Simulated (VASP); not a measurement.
A run of VASP 6.6.1:

Contents of INCAR:

```
ALGO = Normal
EDIFF = 1E-6
ENCUT = 500
GGA = PE
GGA_COMPAT = False
ISIF = 2
ISMEAR = -1
LASPH = True
LCHARG = False
LREAL = False
LWAVE = False
NBANDS = 24
NELM = 120
PREC = Accurate
SIGMA = 0.1
```

File KPOINTS:

```
k-points
0
Gamma
  6 6 11
```

The input POSCAR:

```
SbP2
1.0
    5.5309010000      0.0000000000      0.0000000000
    0.0000000000      6.3681730000      0.0000000000
    0.0000000000      0.0000000000      3.1031810000
Sb P
2 4
Direct
    0.0000000000      0.0000000000      0.0000000000
    0.5000000000      0.5000000000      0.5000000000
    0.1617000000      0.3727000000      0.0000000000
    0.8383000000      0.6273000000      0.0000000000
    0.6617000000      0.1273000000      0.5000000000
    0.3383000000      0.8727000000      0.5000000000
```

Potentials or basis: VASP PAW PBE potentials, release 64 (Sb, P).

Launch:

```sh
$ cat potpaw_PBE.64/Sb/POTCAR potpaw_PBE.64/P/POTCAR > POTCAR
$ mpirun -np 1 vasp_std > vasp.out
```

Hardware: 1 thread of Intel Xeon 8259CL, with other jobs on the host.

Problem. Estimate the wall time of this run.

Solution. Run time: 3.5 min on 1 thread of Intel Xeon 8259CL, on a shared host, peak memory 0.33 GiB. Counts: scf iterations 13, k points 96.
